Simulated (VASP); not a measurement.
# Tl11Cl12 (a cell with a defect) in VASP: single point with PBE

Aim: the single point of Tl11Cl12 (a cell with a defect) with PBE.

Program: VASP 6.6.1. These are calculated values, not measurements. Logs are shortened: lines on timing, memory, paths and dates and some standing lists are left out, and cuts for length are marked.

## 1. The cell of the first run

The cell holds a defect, 23 atoms: a = 8.854 Å, b = 12.222 Å, c = 9.434 Å, α = 90.00°, β = 90.00°, γ = 133.65°.

## 2. Single point, PBE

Input file INCAR:

```
SYSTEM = Tl11Cl12
PREC = Accurate
ENCUT = 520
EDIFF = 1E-7
ISMEAR = -1
SIGMA = 0.01
LREAL = Auto
LASPH = .TRUE.
NELM = 100
ALGO = Normal
ISIF = 2
LWAVE = .FALSE.
LCHARG = .FALSE.
GGA = PE
NBANDS = 130
NELECT = 228.0
```

Input file KPOINTS:

```
regular mesh
0
G
  3 3 2
  0 0 0
```

Input file POSCAR:

```
Tl11Cl12
1.0
    6.4070644404     -6.1110168906      0.0000000000
    0.0000000000     12.2220337812      0.0000000000
    0.0000000000      0.0000000000      9.4341377800
Tl Cl
11 12
Direct
    0.3333333333      0.2806937208      0.8750000000
    0.6784450708      0.9505490952      0.3750000000
    0.6572936904      0.9446360649      0.8750000000
   -0.0117784041      0.6054373577      0.3750000000
    0.0093729762      0.6206757079      0.8750000000
    0.3333333333      0.0665737131      0.1362386854
    0.3333333333      0.0665737131      0.6137613146
    0.6619807538      0.7078540993      0.1292002996
    0.6619807538      0.7078540993      0.6207997004
    0.0046859129      0.3792066788      0.1292002996
    0.0046859129      0.3792066788      0.6207997004
    0.3333333333      0.8150260631      0.1325037258
    0.3333333333      0.8150260631      0.6174962742
    0.6726439226      0.4714542631      0.1176283103
    0.6726439226      0.4714542631      0.6323716897
   -0.0059772559      0.1321436739      0.1176283103
   -0.0059772559      0.1321436739      0.6323716897
    0.3333333333      0.5383123309      0.3750000000
    0.3333333333      0.5275939612      0.8750000000
    0.6710764036      0.1939770471      0.3750000000
    0.6620667301      0.1931477324      0.8750000000
   -0.0044097370      0.8562339769      0.3750000000
    0.0045999365      0.8644143356      0.8750000000
```

Potentials or basis: VASP PAW PBE potentials, release 64 (Tl_d, Cl).

Launch:

```console
cat potpaw_PBE.64/Tl_d/POTCAR potpaw_PBE.64/Cl/POTCAR > POTCAR
mpirun -np 1 vasp_std > vasp.out
```

OUTCAR:

```text
SYSTEM = Tl11Cl12
   PREC = Accurate
   ENCUT = 520
   EDIFF = 1E-7
   ISMEAR = -1
   LREAL = Auto
   LASPH = .TRUE.
   NELM = 100
   ISIF = 2
   GGA = PE
   NELECT = 228.0

 ion  position               nearest neighbor table
   1  0.333  0.281  0.875-  19 3.02  17 3.17  16 3.17  15 3.17  14 3.17   7 3.59   6 3.59
   2  0.678  0.951  0.375-  20 3.02  17 3.17  16 3.17  13 3.21  12 3.21   9 3.69   8 3.69
   3  0.657  0.945  0.875-  21 3.01  17 3.15  16 3.15  13 3.22  12 3.22   9 3.78   8 3.78
   4  0.988  0.605  0.375-  22 3.02  15 3.17  14 3.17  13 3.21  12 3.21  11 3.69  10 3.69
   5  0.009  0.621  0.875-  23 3.01  15 3.15  14 3.15  13 3.22  12 3.22  11 3.78  10 3.78
   6  0.333  0.067  0.136-  12 3.07  22 3.16  20 3.16  23 3.27  21 3.27   1 3.59
   7  0.333  0.067  0.614-  13 3.07  22 3.16  20 3.16  23 3.27  21 3.27   1 3.59
   8  0.662  0.708  0.129-  14 2.96  18 3.13  22 3.16  19 3.20  23 3.26   2 3.69   3 3.78
   9  0.662  0.708  0.621-  15 2.96  18 3.13  22 3.16  19 3.20  23 3.26   2 3.69   3 3.78
  10  0.005  0.379  0.129-  16 2.96  18 3.13  20 3.16  19 3.20  21 3.26   4 3.69   5 3.78
  11  0.005  0.379  0.621-  17 2.96  18 3.13  20 3.16  19 3.20  21 3.26   4 3.69   5 3.78
  12  0.333  0.815  0.133-   6 3.07   4 3.21   2 3.21   5 3.22   3 3.22
  13  0.333  0.815  0.617-   7 3.07   4 3.21   2 3.21   5 3.22   3 3.22
  14  0.673  0.471  0.118-   8 2.96   5 3.15   1 3.17   4 3.17
  15  0.673  0.471  0.632-   9 2.96   5 3.15   1 3.17   4 3.17
  16  0.994  0.132  0.118-  10 2.96   3 3.15   1 3.17   2 3.17
  17  0.994  0.132  0.632-  11 2.96   3 3.15   1 3.17   2 3.17
  18  0.333  0.538  0.375-  10 3.13  11 3.13   8 3.13   9 3.13
  19  0.333  0.528  0.875-   1 3.02  10 3.20  11 3.20   8 3.20   9 3.20
  20  0.671  0.194  0.375-   2 3.02  10 3.16  11 3.16   6 3.16   7 3.16
  21  0.662  0.193  0.875-   3 3.01  10 3.26  11 3.26   6 3.27   7 3.27
  22  0.996  0.856  0.375-   4 3.02   8 3.16   9 3.16   6 3.16   7 3.16
  23  0.005  0.864  0.875-   5 3.01   8 3.26   9 3.26   6 3.27   7 3.27

  LATTYP: Found a base centered orthorhombic cell.
 ALAT       =    12.2220337812
 B/A-ratio  =     1.0484448914
 C/A-ratio  =     0.7718959012

  Lattice vectors:

 A1 = (   6.4070644404,   6.1110168906,   0.0000000000)
 A2 = (  -6.4070644404,   6.1110168906,   0.0000000000)
 A3 = (   0.0000000000,   0.0000000000,   9.4341377800)

Analysis of symmetry for initial positions (statically):
=====================================================================
 Subroutine PRICEL returns:
 Original cell was already a primitive cell.

 Routine SETGRP: Setting up the symmetry group for a
 base centered orthorhombic supercell.

 Subroutine GETGRP returns: Found  4 space group operations
 (whereof  1 operations were pure point group operations)
 out of a pool of  8 trial point group operations.

The static configuration has the point symmetry C_1 .
 The point group associated with its full space group is C_2v.

Analysis of symmetry for dynamics (positions and initial velocities):
=====================================================================
 Subroutine PRICEL returns:
 Original cell was already a primitive cell.

 Routine SETGRP: Setting up the symmetry group for a
 base centered orthorhombic supercell.

 Subroutine GETGRP returns: Found  4 space group operations
 (whereof  1 operations were pure point group operations)
 out of a pool of  8 trial point group operations.

The dynamic configuration has the point symmetry C_1 .
 The point group associated with its full space group is C_2v.

 Subroutine INISYM returns: Found  4 space group operations
 (whereof  1 operations are pure point group operations),
 and found     1 'primitive' translations

----------------------------------------------------------------------------------------

                                     Primitive cell

  volume of cell :     738.7624

  direct lattice vectors                    reciprocal lattice vectors
     6.407064440 -6.111016891  0.000000000     0.156077718  0.000000000  0.000000000
     0.000000000 12.222033781  0.000000000     0.078038859  0.081819443  0.000000000
     0.000000000  0.000000000  9.434137780     0.000000000  0.000000000  0.105998028

  length of vectors
     8.854095221 12.222033781  9.434137780     0.156077718  0.113068496  0.105998028

  position of ions in fractional coordinates (direct lattice)
     0.333333333  0.280693721  0.875000000
     0.678445071  0.950549095  0.375000000
     0.657293690  0.944636065  0.875000000
     0.988221596  0.605437358  0.375000000
     0.009372976  0.620675708  0.875000000
     0.333333333  0.066573713  0.136238685
[... 15 lines left out ...]
     0.995590263  0.856233977  0.375000000
     0.004599937  0.864414336  0.875000000

  ion indices of the primitive-cell ions
   primitive index   ion index
                 1           1
                 2           2
                 3           3
                 4           4
                 5           5
                 6           6
[... 15 lines left out ...]
                22          22
                23          23

----------------------------------------------------------------------------------------

 KPOINTS: regular mesh

Automatic generation of k-mesh.
 Grid dimensions read from file:
 generate k-points for:    3    3    2

 Generating k-lattice:

  Cartesian coordinates                     Fractional coordinates (reciprocal lattice)
     0.052025906  0.000000000  0.000000000     0.333333333  0.000000000  0.000000000
     0.026012953  0.027273148  0.000000000     0.000000000  0.333333333  0.000000000
     0.000000000  0.000000000  0.052999014     0.000000000  0.000000000  0.500000000

  Length of vectors
     0.052025906  0.037689499  0.052999014

  Shift w.r.t. Gamma in fractional coordinates (k-lattice)
     0.000000000  0.000000000  0.000000000

 Subroutine IBZKPT returns following result:
 ===========================================

 Found      8 irreducible k-points:

 Following reciprocal coordinates:
            Coordinates               Weight
  0.000000  0.000000  0.000000      1.000000
  0.333333  0.000000  0.000000      2.000000
 -0.000000  0.333333  0.000000      4.000000
  0.333333  0.333333  0.000000      2.000000
  0.000000  0.000000  0.500000      1.000000
  0.333333  0.000000  0.500000      2.000000
 -0.000000  0.333333  0.500000      4.000000
  0.333333  0.333333  0.500000      2.000000
   k-points           NKPTS =      8   k-points in BZ     NKDIM =      8   number of bands    NBANDS=    130
   number of dos      NEDOS =    301   number of ions     NIONS =     23
   total plane-waves  NPLWV = 470400
   dimension x,y,z NGX =    70 NGY =   96 NGZ =   70
   dimension x,y,z NGXF=   140 NGYF=  192 NGZF=  140
   ions per type =              11  12
   NGX,Y,Z   is equivalent  to a cutoff of  13.14, 13.06, 12.34 a.u.
   NGXF,Y,Z  is equivalent  to a cutoff of  26.29, 26.12, 24.67 a.u.
 SYSTEM =  Tl11Cl12
   PREC   = accura    normal or accurate (medium, high low for compatibility)
   ISTART =      0    job   : 0-new  1-cont  2-samecut
   ICHARG =      2    charge: 1-file 2-atom 10-const
   ISPIN  =      1    spin polarized calculation?
   LNONCOLLINEAR =      F non collinear calculations
   LSORBIT =      F    spin-orbit coupling
   LASPH  =      T    aspherical Exc in radial PAW
   ENCUT  =  520.0 eV  38.22 Ry    6.18 a.u.  16.46 22.72 17.54*2*pi/ulx,y,z
   NELM   =    100;   NELMIN=  2; NELMDL= -5     # of ELM steps
   EDIFF  = 0.1E-06   stopping-criterion for ELM
   LREAL  =      T    real-space projection
   EDIFFG = 0.1E-05   stopping-criterion for IOM
   NSW    =      0    number of steps for IOM
   IBRION =     -1    ionic relax: 0-MD 1-quasi-New 2-CG
   NFREE  =      0    steps in history (QN), initial steepest desc. (CG)
   ISIF   =      2    stress and relaxation
   ISYM   =      2    0-nonsym 1-usesym 2-fastsym
   POTIM  = 0.5000    time-step for ionic-motion
   TEBEG  =    0.0;   TEEND  =   0.0 temperature during run
   PSTRESS=    0.0 pullay stress
   NELECT =     228.0000    total number of electrons
   NUPDOWN=      -1.0000    fix difference up-down
   EMIN   =  10.00;   EMAX   =-10.00  energy-range for DOS
   EFERMI =   0.00;   METHOD = LEGACY
   ISMEAR =    -1;   SIGMA  =   0.01  broadening in eV -4-tet -1-fermi 0-gaus
   EFERMI_NEDOS =   21; number of points for ismear=-14 and -15
   IALGO  =     38    algorithm
   IMIX   =      4    mixing-type and parameters
     AMIX     =   0.40;   BMIX     =  1.00
     AMIX_MAG =   1.60;   BMIX_MAG =  1.00
  volume/ion in A,a.u.               =      32.12       216.76
  Fermi-wavevector in a.u.,A,eV,Ry     =   1.106330  2.090661 16.653082  1.223967
  Thomas-Fermi vector in A             =   2.242830
   LORBIT       =      0    0 simple, 1 ext, 2 COOP (PROOUT), +10 PAW based schemes
   GGA     = PE    functional components
[... 5 lines left out ...]
 non-spin polarized calculation
  energy-cutoff  :      520.00
  volume of cell :      738.76
 maximum number of plane-waves:     19924
 NGX is ok and might be reduce to    70
   NGX = 33   NGY = 45   NGZ = 35

 number of electron     227.9999997 magnetization

 Free energy of the ion-electron system (eV)
  ---------------------------------------------------
  ext. energy  EPLUGINS =         0.00000000
  ---------------------------------------------------
  free energy    TOTEN  =       -66.97404921 eV

  energy without entropy =      -66.97404921  energy(sigma->0) =      -66.97404921

 E-fermi :   1.6916     XC(G=0):  -8.3662

 val. band max:        1.4293730440   @ k =   0.3333   0.3333   0.0000
 cond. band min:       4.1654294254   @ k =   0.3333   0.0000   0.0000
 fundamental gap:      2.7360563815
 Fermi energy:         1.6916155012

 k-point     1 :       0.0000    0.0000    0.0000
  band No.  band energies     occupation
      1     -12.2347      2.00000
      2     -12.1573      2.00000
      3     -12.1347      2.00000
      4     -12.0113      2.00000
      5     -11.9274      2.00000
      6     -11.9190      2.00000
[... 118 lines left out ...]
    125       5.8102      0.00000
    126       5.9173      0.00000

 k-point     2 :       0.3333    0.0000    0.0000
  band No.  band energies     occupation
      1     -12.1949      2.00000
      2     -12.1829      2.00000
      3     -12.1383      2.00000
      4     -11.9926      2.00000
      5     -11.9627      2.00000
      6     -11.9409      2.00000
[... 892 lines left out ...]
    125       5.7344      0.00000
    126       5.8271      0.00000
 [bands above 126 left out]

------------------------ aborting loop because EDIFF is reached ----------------------------------------

  FORCE on cell =-STRESS in cart. coord.  units (eV):
  Direction    XX          YY          ZZ          XY          YZ          ZX
  --------------------------------------------------------------------------------------
  -------------------------------------------------------------------------------------
  Total       10.8321289     10.2250047     11.4310022      0.0000000      0.0000000      0.0000000
  in kB       23.4919795     22.1752903     24.7907750      0.0000000      0.0000000      0.0000000
  external PRESSURE =      23.4860149 kB  Pullay stress =       0.0000000 kB

 VOLUME and BASIS-vectors are now :
 -----------------------------------------------------------------------------
  energy-cutoff  :      520.00
  volume of cell :      738.76
      direct lattice vectors                 reciprocal lattice vectors
     6.407064440 -6.111016891  0.000000000     0.156077718  0.000000000  0.000000000
     0.000000000 12.222033781  0.000000000     0.078038859  0.081819443  0.000000000
     0.000000000  0.000000000  9.434137780     0.000000000  0.000000000  0.105998028

 POSITION                                       TOTAL-FORCE (eV/Angst)
 -----------------------------------------------------------------------------------
      2.13569      1.39364      8.25487         0.000000     -0.010550     -0.000000
      4.34684      7.47165      3.53780        -0.008928     -0.009148     -0.000000
      4.21132      7.52864      8.25487        -0.002476      0.005894     -0.000000
      6.33160      1.36064      3.53780         0.008928     -0.009148     -0.000000
      0.06005      7.52864      8.25487         0.002476      0.005894     -0.000000
      2.13569     -1.22334      1.28529         0.000000      0.002933      0.003081
[... 15 lines left out ...]
      6.37881      4.38085      3.53780         0.006394      0.005237     -0.000000
      0.02947     10.53679      8.25487         0.001338     -0.001526     -0.000000
 -----------------------------------------------------------------------------------
    total drift:                               -0.000023     -0.000628      0.000001

  FREE ENERGIE OF THE ION-ELECTRON SYSTEM (eV)
  ---------------------------------------------------
  free  energy   TOTEN  =       -66.9740492090 eV

  energy  without entropy=      -66.9740492090  energy(sigma->0) =      -66.97404921
```

It took 18 min on 1 thread of AMD EPYC 9R45 (Zen 5), shared host; peak memory 1.1 GiB.

Results:

```yaml
Free_energy: -66.9740 eV
Largest_force: 0.013 eV/Å
```

Forces in eV/Å, atoms in the order of the input:
```
Tl   0.000 -0.011  0.000
Tl  -0.009 -0.009  0.000
Tl  -0.002  0.006  0.000
Tl   0.009 -0.009  0.000
Tl   0.002  0.006  0.000
Tl   0.000  0.003  0.003
Tl   0.000  0.003 -0.003
Tl  -0.005 -0.001 -0.008
Tl  -0.005 -0.001  0.008
Tl   0.005 -0.001 -0.008
Tl   0.005 -0.001  0.008
Cl   0.000 -0.001  0.001
Cl   0.000 -0.001 -0.001
Cl  -0.003  0.002  0.001
Cl  -0.003  0.002 -0.001
Cl   0.003  0.002  0.001
Cl   0.003  0.002 -0.001
Cl   0.000  0.005  0.000
Cl   0.000 -0.003  0.000
Cl  -0.006  0.005  0.000
Cl  -0.001 -0.002  0.000
Cl   0.006  0.005  0.000
Cl   0.001 -0.002  0.000
```

Caveat: the cell carries a net charge on a neutralising background, which shifts energy and pressure; the cell is charged against a uniform background, so pressure and absolute levels hang on convention; spin-orbit coupling is left out, which moves the levels of the heavy elements.
